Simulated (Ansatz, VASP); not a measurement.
Li3H2 in VASP and in Ansatz

```xyz
5
Lattice="3.1108 0.0000 0.0000 0.0000 3.1558 0.0000 0.0000 0.0000 5.4405" Properties=species:S:1:pos:R:3 pbc="T T T"
Li    1.5554    0.0000    4.4296
Li    1.5554    0.0000    0.8511
Li    0.0000    0.0000    1.9525
H     0.0000    1.5779    0.0188
H     1.5554    1.5779    2.6932
```

Change from the starting cell: species swapped into the Er2Si3 type (Pmm2, No. 25).

Alike in both runs: task relaxation of cell and atoms; functional PBE; k mesh 5 × 5 × 3; occupations gaussian, width 0.2 eV; no spin polarisation.

|  | VASP | Ansatz |
| --- | --- | --- |
| version | VASP 6.6.1 | Ansatz 0.2.0 |
| potentials or method | VASP PAW PBE potentials, release 64 (Li_sv, H_h), cutoff 1230 eV | scalar-relativistic, plane waves, PAW |
| valence electrons in the cell | 11 | 11 |

|  | VASP | Ansatz | Ansatz less VASP |
| --- | --- | --- | --- |
| gap on the k mesh at the Fermi level, each at its own relaxed structure (eV) | none | none | - |
| relaxed volume (Å³/atom) | 10.50 | 10.53 | +0.030 |
| relaxed length of the cell vector where the two differ most in proportion (Å) | 2.768 | 2.786 | +0.0185 |

A gap of «none» marks a metal or a gap that the smearing closes.

The k mesh is coarse, so the values compare programs but aren't converged.
